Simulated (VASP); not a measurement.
A run of VASP 6.6.1 is set up as follows.

The input POSCAR:

```
MgO
1.0
    1.1811496351      0.6819370598      3.7621803193
   -1.1811496351      0.6819370598      3.7621803193
    0.0000000000     -1.3638741196      3.7621803193
Mg O
1 1
Direct
    0.0000000000      0.0000000000      0.0000000000
    0.5000000000      0.5000000000      0.5000000000
```

File INCAR.step1:

```
SYSTEM = MgO
PREC = Accurate
ENCUT = 520
ISMEAR = 0
SIGMA = 0.1
LREAL = .False.
LASPH = .True.
NELM = 100
NBANDS = 11
GGA = PE
ALGO = Normal
EDIFF = 1E-4
LWAVE = .True.
LCHARG = .False.
```

Contents of INCAR.step2:

```
SYSTEM = MgO
PREC = Accurate
ENCUT = 520
EDIFF = 1E-6
ISMEAR = 0
SIGMA = 0.1
LREAL = .False.
LASPH = .True.
NELM = 100
ALGO = Normal
ISIF = 2
LWAVE = .False.
LCHARG = .False.
METAGGA = R2SCAN
LMIXTAU = .True.
NBANDS = 11
ISTART = 1
```

File KPOINTS:

```
regular mesh
0
Gamma
  12 12 12
  0 0 0
```

Potentials or basis: VASP PAW PBE potentials, release 64 (Mg, O).

The run is started by

```bash
$ cat potpaw_PBE.64/Mg/POTCAR potpaw_PBE.64/O/POTCAR > POTCAR
$ cp INCAR.step1 INCAR
$ mpirun -np 1 vasp_std > vasp.out
$ cp INCAR.step2 INCAR
$ mpirun -np 1 vasp_std > vasp.out
```

(1) Estimate the pressure.

(2) Estimate the band gap on the k mesh.

## Answers

(1) 40.2 GPa.

(2) zero (bands 4 and 5 overlap by 1.43 eV).

Caveat: the cell stands under pressure; the PAW data sets were made with another functional, which shifts forces and pressure a little.
